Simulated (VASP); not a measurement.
Input of a VASP 6.6.1 run:

File INCAR:

```
ALGO = Normal ; EDIFF = 1E-7
ENCUT = 520 ; GGA = PE
ISIF = 2 ; ISMEAR = -1
LASPH = T ; LCHARG = T
LELF = T ; LREAL = F
LVHAR = T ; LWAVE = F
NBANDS = 8 ; NELM = 60
PREC = Accurate ; SIGMA = 0.05
```

The input KPOINTS:

```
k-points
0
Gamma
  14 14 14
```

The input POSCAR:

```
Al
1.0
   -0.0202398000      2.0138601000      2.0138601000
    2.0138601000     -0.0202398000      2.0138601000
    2.0138601000      2.0138601000     -0.0202398000
Al
1
Direct
    0.0000000000      0.0000000000      0.0000000000
```

Potentials or basis: VASP PAW PBE potentials, release 64 (Al).

Run with:

```bash
$ cat potpaw_PBE.64/Al/POTCAR > POTCAR
$ mpirun -np 1 vasp_std > vasp.out
```

Problem. What does it give for the pressure?

Solution. -0.6 GPa.

Caveat: the cell differs from its parent crystal (equal xy, yz and zx shear strains of -1 %).
